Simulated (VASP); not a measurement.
# Si2Sn (P1) in VASP: relaxation of cell and atoms with PBE

Aim: the relaxation of cell and atoms of Si2Sn with PBE.

Everything below comes from runs of VASP 6.6.1. Logs are shortened: lines on timing, memory, paths and dates and some standing lists are left out, and cuts for length are marked.

## Step 1: The cell of the first run

The typed cell holds 12 atoms: a = 4.174 Å, b = 6.222 Å, c = 11.064 Å, α = 89.75°, β = 89.54°, γ = 88.87°.

## Step 2: Relaxation of cell and atoms, PBE

INCAR

```
PREC     = Accurate       # precision mode
ENCUT    = 500            # plane-wave cutoff, eV
EDIFF    = 1E-7           # SCF threshold, eV
ISMEAR   = 0              # smearing method
SIGMA    = 0.1            # smearing width, eV
LREAL    = F              # projectors in reciprocal space
LASPH    = T              # aspherical terms in the spheres
NELM     = 120            # most SCF steps
ALGO     = Normal         # electronic algorithm
ISIF     = 3              # what is computed and relaxed
LWAVE    = F              # write WAVECAR
LCHARG   = F              # write CHGCAR
GGA      = PE             # functional
IBRION   = 2              # ionic algorithm
NSW      = 90             # ionic steps
EDIFFG   = -0.04          # ionic threshold
GGA_COMPAT= F            
NELMIN   = 4
```

KPOINTS

```
regular mesh
0
Gamma
  4 4 2
```

POSCAR

```
Si2Sn
1.0
    4.1740531642      0.0000000000      0.0000000000
    0.1225176270      6.2212671714      0.0000000000
    0.0882901599      0.0456490548     11.0636435412
Si Sn
8 4
Direct
    0.9988663404      0.6893679723      0.1450491344
    0.9892935990      0.6804311030      0.6184880777
    0.5118424489      0.7980601167      0.5554674196
    0.5355650646      0.8153210713      0.0447311776
    0.5157446163      0.1775758985      0.5442373212
    0.5104589607      0.1990123355      0.0534840845
    0.0126678130      0.3124508183      0.1516157899
    0.9799774908      0.3079768628      0.6485964441
    0.4649574100      0.7667514770      0.3084521581
    0.4892637814      0.7399442681      0.8065103489
    0.5369661988      0.2658773132      0.3138446907
    0.4543962759      0.2472307634      0.8095233534
```

Potentials or basis: VASP PAW PBE potentials, release 64 (Si, Sn_d).

Started as:

```
$ cat potpaw_PBE.64/Si/POTCAR potpaw_PBE.64/Sn_d/POTCAR > POTCAR
$ mpirun -np 1 vasp_std > vasp.out
```

OUTCAR:

```text
PREC = Accurate
   ENCUT = 500
   EDIFF = 1E-7
   ISMEAR = 0
   LREAL = F
   LASPH = T
   NELM = 120
   ISIF = 3
   GGA = PE
   IBRION = 2
   NSW = 90
   EDIFFG = -0.04
   NELMIN = 4

 ion  position               nearest neighbor table
   1  0.999  0.689  0.145-   7 2.35   4 2.36   4 2.62   9 2.72   9 2.89
   2  0.989  0.680  0.618-   3 2.23   8 2.34   3 2.41  10 2.95  10 2.99
   3  0.512  0.798  0.555-   2 2.23   5 2.36   2 2.41   9 2.75  10 2.80
   4  0.536  0.815  0.045-   1 2.36   6 2.39   1 2.62  10 2.69   9 2.95
   5  0.516  0.178  0.544-   3 2.36   8 2.42  11 2.61   8 2.62  12 2.98
   6  0.510  0.199  0.053-   4 2.39   7 2.43   7 2.48  12 2.73  11 2.92
   7  0.013  0.312  0.152-   1 2.35   6 2.43   6 2.48  11 2.69  11 2.85
   8  0.980  0.308  0.649-   2 2.34   5 2.42   5 2.62  12 2.69  12 2.84
   9  0.465  0.767  0.308-   1 2.72   3 2.75   1 2.89   4 2.95  11 3.13  11 3.13
  10  0.489  0.740  0.807-   4 2.69   3 2.80   2 2.95   2 2.99  12 3.07  12 3.16
  11  0.537  0.266  0.314-   5 2.61   7 2.69   7 2.85   6 2.92   9 3.13   9 3.13
  12  0.454  0.247  0.810-   8 2.69   6 2.73   8 2.84   5 2.98  10 3.07  10 3.16

  Warning from LATTYP: Got some problem with cell dimensions!
  Tried to take original basis but could not verify dimensions!
  LATTYP: Found a triclinic cell.
 ALAT       =     4.1740531642
 B/A-ratio  =     1.7786606779
 C/A-ratio  =     2.6506825761
 COS(alpha) =     0.0008974154
 COS(beta)  =     0.0079798845
 COS(gamma) =     0.5457183689

  Lattice vectors:

 A1 = (  -4.1740531642,   0.0000000000,   0.0000000000)
 A2 = (  -4.0515355372,   6.2212671714,   0.0000000000)
 A3 = (  -0.0882901599,  -0.0456490548, -11.0636435412)

Analysis of symmetry for initial positions (statically):
=====================================================================
 Subroutine PRICEL returns:
 Original cell was already a primitive cell.

 Routine SETGRP: Setting up the symmetry group for a
 triclinic supercell.

 Subroutine GETGRP returns: Found  1 space group operations
 (whereof  1 operations were pure point group operations)
 out of a pool of  2 trial point group operations.

The static configuration has the point symmetry C_1 .

Analysis of symmetry for dynamics (positions and initial velocities):
=====================================================================
 Subroutine PRICEL returns:
 Original cell was already a primitive cell.

 Routine SETGRP: Setting up the symmetry group for a
 triclinic supercell.

[... 119 lines left out ...]
   EDIFF  = 0.1E-06   stopping-criterion for ELM
   LREAL  =      F    real-space projection
   EDIFFG = -.4E-01   stopping-criterion for IOM
   NSW    =     90    number of steps for IOM
   IBRION =      2    ionic relax: 0-MD 1-quasi-New 2-CG
   NFREE  =      1    steps in history (QN), initial steepest desc. (CG)
   ISIF   =      3    stress and relaxation
   ISYM   =      2    0-nonsym 1-usesym 2-fastsym
   POTIM  = 0.5000    time-step for ionic-motion
   TEBEG  =    0.0;   TEEND  =   0.0 temperature during run
   PSTRESS=    0.0 pullay stress
   NELECT =      88.0000    total number of electrons
   NUPDOWN=      -1.0000    fix difference up-down
   EMIN   =  10.00;   EMAX   =-10.00  energy-range for DOS
   EFERMI =   0.00;   METHOD = LEGACY
   ISMEAR =     0;   SIGMA  =   0.10  broadening in eV -4-tet -1-fermi 0-gaus
   EFERMI_NEDOS =   21; number of points for ismear=-14 and -15
   IALGO  =     38    algorithm
   IMIX   =      4    mixing-type and parameters
     AMIX     =   0.40;   BMIX     =  1.00
     AMIX_MAG =   1.60;   BMIX_MAG =  1.00
  volume/ion in A,a.u.               =      23.94       161.57
  Fermi-wavevector in a.u.,A,eV,Ry     =   1.103547  2.085401 16.569384  1.217815
  Thomas-Fermi vector in A             =   2.240006
   LORBIT       =      0    0 simple, 1 ext, 2 COOP (PROOUT), +10 PAW based schemes
   GGA     = PE    functional components
   LHFCALC =     F    Hartree Fock is set to
   AEXX    =    0.0000 exact exchange contribution
   IVDW    =     0    specifies the selected vdW correction
   LEPSILON=     F    determine dielectric tensor
   LRPA    =     F    only Hartree local field effects (RPA)
 conjugate gradient relaxation of ions
 non-spin polarized calculation
 Gauss-broadening in eV      SIGMA  =   0.10
  energy-cutoff  :      500.00
  volume of cell :      287.30
 maximum number of plane-waves:      7323
   NGX = 15   NGY = 23   NGZ = 41

--------------------------------------- Ionic step        1  -------------------------------------------

 number of electron      88.0000001 magnetization

 Free energy of the ion-electron system (eV)
  ---------------------------------------------------
  ext. energy  EPLUGINS =         0.00000000
  ---------------------------------------------------
  free energy    TOTEN  =       -54.58547164 eV

  energy without entropy =      -54.55931909  energy(sigma->0) =      -54.57239536

------------------------ aborting loop because EDIFF is reached ----------------------------------------

  FORCE on cell =-STRESS in cart. coord.  units (eV):
  Direction    XX          YY          ZZ          XY          YZ          ZX
  --------------------------------------------------------------------------------------
  -------------------------------------------------------------------------------------
  Total       -3.1504880      1.2176034      5.6726396     -1.8121899     -0.6918255      1.8897127
  in kB      -17.5692578      6.7901824     31.6344849    -10.1060000     -3.8580884     10.5383194
  external PRESSURE =       6.9518032 kB  Pullay stress =       0.0000000 kB
[... 119 lines left out ...]
  FREE ENERGIE OF THE ION-ELECTRON SYSTEM (eV)
  ---------------------------------------------------
  free  energy   TOTEN  =       -55.0328047461 eV

  energy  without entropy=      -54.9986743047  energy(sigma->0) =      -55.01573953

[... ionic steps 4 to 31 ...]

--------------------------------------- Ionic step       32  -------------------------------------------

 number of electron      87.9999984 magnetization

------------------------ aborting loop because EDIFF is reached ----------------------------------------
[... 87 lines left out ...]
--------------------------------------- Ionic step       34  -------------------------------------------

 number of electron      87.9999987 magnetization

 Free energy of the ion-electron system (eV)
  ---------------------------------------------------
  ext. energy  EPLUGINS =         0.00000000
  ---------------------------------------------------
  free energy    TOTEN  =       -55.82406517 eV

  energy without entropy =      -55.81830209  energy(sigma->0) =      -55.82118363

 E-fermi :   6.2062     XC(G=0):  -9.6089

 val. band max:        6.1226794280   @ k =   0.2500   0.0000   0.5000
 cond. band min:       6.2926762571   @ k =   0.5000   0.2500  -0.0000
 fundamental gap:      0.1699968291
 Fermi energy:         6.2062299475

 k-point     1 :       0.0000    0.0000    0.0000
  band No.  band energies     occupation
      1     -15.1948      2.00000
      2     -15.1929      2.00000
      3     -15.0937      2.00000
      4     -15.0913      2.00000
      5     -15.0878      2.00000
      6     -15.0854      2.00000
[... 1128 lines left out ...]
  FREE ENERGIE OF THE ION-ELECTRON SYSTEM (eV)
  ---------------------------------------------------
  free  energy   TOTEN  =       -55.8240651686 eV

  energy  without entropy=      -55.8183020869  energy(sigma->0) =      -55.82118363

 reached required accuracy - stopping structural energy minimisation
```

OSZICAR:

```text
N       E                     dE             d eps       ncg     rms          rms(c)
DAV:   1     0.823800352561E+03    0.82380E+03   -0.38362E+04  2124   0.191E+03
DAV:   2     0.795898038332E+02   -0.74421E+03   -0.72966E+03  2080   0.526E+02
DAV:   3    -0.469124387636E+02   -0.12650E+03   -0.12258E+03  2376   0.186E+02
[... 373 lines left out ...]
DAV:   4    -0.558240594015E+02    0.98606E-04   -0.35848E-04  2660   0.162E-01    0.193E-02
DAV:   5    -0.558240624312E+02   -0.30297E-05   -0.41513E-05  2548   0.848E-02    0.116E-02
DAV:   6    -0.558240644855E+02   -0.20543E-05   -0.78735E-06  2828   0.172E-02    0.637E-03
DAV:   7    -0.558240650995E+02   -0.61405E-06   -0.60567E-07  2384   0.917E-03    0.173E-03
DAV:   8    -0.558240651686E+02   -0.69122E-07   -0.13627E-07  1252   0.830E-03
  34 F= -.55824065E+02 E0= -.55821184E+02  d E =-.682308E-03
```

CONTCAR:

```text
Si2Sn
   1.00000000000000
     3.7794082381291316   -0.0360555814219979    0.3245246376693581
     0.0613842471533165    6.3126324522684518   -0.0137374398375454
     1.0500701778455535    0.0142258121761011   11.8379073976308682
  Si              Sn
     8     4
Direct
     0.0104059224944812    0.6848135283141151    0.1377377864267912
     0.9947049819263518    0.6853356588177700    0.6387395931653587
     0.5479261147156200    0.8150066089193669    0.5411620040855322
     0.5641857458748100    0.8138595711843258    0.0394262227267915
     0.5488906244487517    0.1854148939653890    0.5403635386462562
     0.5617414110897108    0.1845155248879156    0.0398018432842214
     0.0076844336471092    0.3140189951772904    0.1380357538366840
     0.9954742778972240    0.3147206303548400    0.6382372205199697
     0.4522047870228651    0.7533231747288117    0.3209526788036260
     0.4328142493403575    0.7523851324563456    0.8223317018292096
     0.4464829650493665    0.2487690936697983    0.3208852295332395
     0.4374844862933489    0.2478371876240195    0.8223264272423221

  0.00000000E+00  0.00000000E+00  0.00000000E+00
  0.00000000E+00  0.00000000E+00  0.00000000E+00
  0.00000000E+00  0.00000000E+00  0.00000000E+00
  0.00000000E+00  0.00000000E+00  0.00000000E+00
  0.00000000E+00  0.00000000E+00  0.00000000E+00
  0.00000000E+00  0.00000000E+00  0.00000000E+00
  0.00000000E+00  0.00000000E+00  0.00000000E+00
  0.00000000E+00  0.00000000E+00  0.00000000E+00
  0.00000000E+00  0.00000000E+00  0.00000000E+00
  0.00000000E+00  0.00000000E+00  0.00000000E+00
  0.00000000E+00  0.00000000E+00  0.00000000E+00
  0.00000000E+00  0.00000000E+00  0.00000000E+00
```

Run time: 61 min. Hardware: 1 thread of Intel Xeon 6975P-C (Granite Rapids), shared host; peak memory 0.46 GiB.

What came out:

- Free energy: -55.8241 eV
- Relaxed volume: 23.36 Å³/atom
- Relaxed cell: a = 3.793 Å, b = 6.313 Å, c = 11.884 Å, α = 90.01°, β = 80.02°, γ = 90.00°
- Space group after relaxing (to 0.1 Å): Pm (No. 6)
- Energy gained by relaxing: 103.2 meV/atom
- Ionic steps: 34
- Pressure after relaxing: 0.0 GPa
- Largest force after relaxing: 0.019 eV/Å
- Band gap on the k mesh: zero (bands 44 and 45 overlap by 1.55 eV)

Forces in eV/Å, atoms in the order of the input:
```
Si   0.003  0.002  0.000
Si  -0.012 -0.003  0.002
Si   0.008  0.004 -0.009
Si  -0.005  0.014 -0.001
Si   0.004  0.002  0.011
Si  -0.015 -0.009  0.001
Si   0.016  0.002 -0.010
Si  -0.002 -0.001  0.008
Sn  -0.008 -0.008 -0.006
Sn   0.010 -0.007  0.002
Sn   0.007 -0.003  0.010
Sn  -0.006  0.007 -0.010
```

The path:
| step | energy change (eV) | largest force (eV/Å) | pressure (GPa) | volume (Å³) |
| --- | --- | --- | --- | --- |
| 1 | 0.0000 | 1.6431 | 0.70 | 287.30 |
| 2 | -0.3860 | 0.7198 | -0.50 | 291.52 |
| 3 | -0.4473 | 1.2360 | -0.88 | 293.89 |
| 4 | -0.6951 | 0.5486 | -0.15 | 289.57 |
| 5 | -0.7454 | 1.1337 | 0.54 | 286.74 |
| 6 | -0.9021 | 1.2051 | 0.54 | 286.18 |
| 7 | -0.9217 | 1.2012 | 0.57 | 285.91 |
| 8 | -1.0377 | 0.4410 | -0.25 | 288.33 |
| 9 | -1.0553 | 0.3453 | -0.67 | 289.76 |
| 10 | -1.0910 | 0.2171 | -0.26 | 287.12 |
| 11 | -1.0966 | 0.3094 | -0.01 | 285.65 |
| 12 | -1.1100 | 0.1679 | 0.12 | 284.78 |
| 13 | -1.1135 | 0.2372 | 0.24 | 284.08 |
| 14 | -1.1244 | 0.1705 | 0.00 | 284.77 |
| 15 | -1.1277 | 0.2147 | -0.21 | 285.41 |
| 16 | -1.1376 | 0.1756 | -0.13 | 284.96 |
| 17 | -1.1452 | 0.2013 | 0.02 | 284.15 |
| 18 | -1.1583 | 0.1816 | 0.08 | 283.83 |
| 19 | -1.1811 | 0.2252 | 0.26 | 282.78 |
| 20 | -1.1990 | 0.1520 | -0.10 | 284.10 |
| 21 | -1.2036 | 0.2017 | -0.40 | 285.21 |
| 22 | -1.2166 | 0.1601 | -0.11 | 283.55 |
| 23 | -1.2180 | 0.1890 | 0.02 | 282.80 |
| 24 | -1.2258 | 0.1060 | 0.03 | 282.35 |
| 25 | -1.2279 | 0.1461 | 0.04 | 281.97 |
| 26 | -1.2332 | 0.1141 | -0.12 | 281.93 |
| 27 | -1.2333 | 0.1213 | -0.15 | 281.92 |
| 28 | -1.2357 | 0.0695 | 0.06 | 280.58 |
| 29 | -1.2358 | 0.0653 | 0.05 | 280.64 |
| 30 | -1.2370 | 0.0585 | 0.03 | 280.46 |
| 31 | -1.2370 | 0.0599 | 0.03 | 280.46 |
| 32 | -1.2379 | 0.0491 | -0.03 | 280.57 |
| 33 | -1.2379 | 0.0602 | -0.04 | 280.60 |
| 34 | -1.2386 | 0.0187 | 0.01 | 280.31 |

Final structure:
```xyz
12
Lattice="3.7794 -0.0361 0.3245 0.0614 6.3126 -0.0137 1.0501 0.0142 11.8379" Properties=species:S:1:pos:R:3 pbc="T T T"
Si    0.2260    4.3246    1.6245
Si    4.4722    4.2995    7.8747
Si    2.6891    5.1328    6.5728
Si    2.2236    5.1178    0.6386
Si    2.6533    1.1584    6.5724
Si    2.1762    1.1451    0.6509
Si    0.1933    1.9840    1.6322
Si    4.4518    1.9599    7.8741
Sn    2.0923    4.7437    3.9358
Sn    2.5455    4.7456    9.8648
Sn    2.0397    1.5589    3.9401
Sn    2.5321    1.5604    9.8732
```

Levels at points of the mesh, in eV from the Fermi level:
```
           k point  band 41  band 42  band 43  band 44  band 45  band 46  band 47  band 48
(0.00, 0.00, 0.00)    -0.57    -0.24     0.27     0.70     0.87     1.07     1.44     1.73
(0.50, 0.00, 0.00)    -2.29    -2.09    -1.12    -0.81    -0.60    -0.38     0.52     1.32
(0.00, 0.50, 0.00)    -0.64    -0.52     0.63     0.81     0.87     1.01     1.53     1.79
(0.50, 0.50, 0.00)    -1.68    -1.22    -0.24    -0.10     0.19     0.50     0.97     1.00
(0.00, 0.00, 0.50)    -0.56    -0.54     0.35     0.37     1.46     1.51     2.11     2.15
(0.50, 0.00, 0.50)    -1.76    -1.74    -1.62    -1.60    -0.68    -0.61     0.82     0.86
(0.00, 0.50, 0.50)     0.11     0.12     0.28     0.29     1.46     1.47     1.63     1.64
(0.50, 0.50, 0.50)    -1.38    -1.33    -1.15    -1.14     1.09     1.10     1.25     1.29
```

Caveat: the k points lie up to 0.42 Å⁻¹ apart in the final cell, too coarse for converged energies and pressures of a metal; spin-orbit coupling is left out, which moves the levels of the heavy elements.

The gap in the log of VASP goes by the Fermi energy; the results here count the filled bands.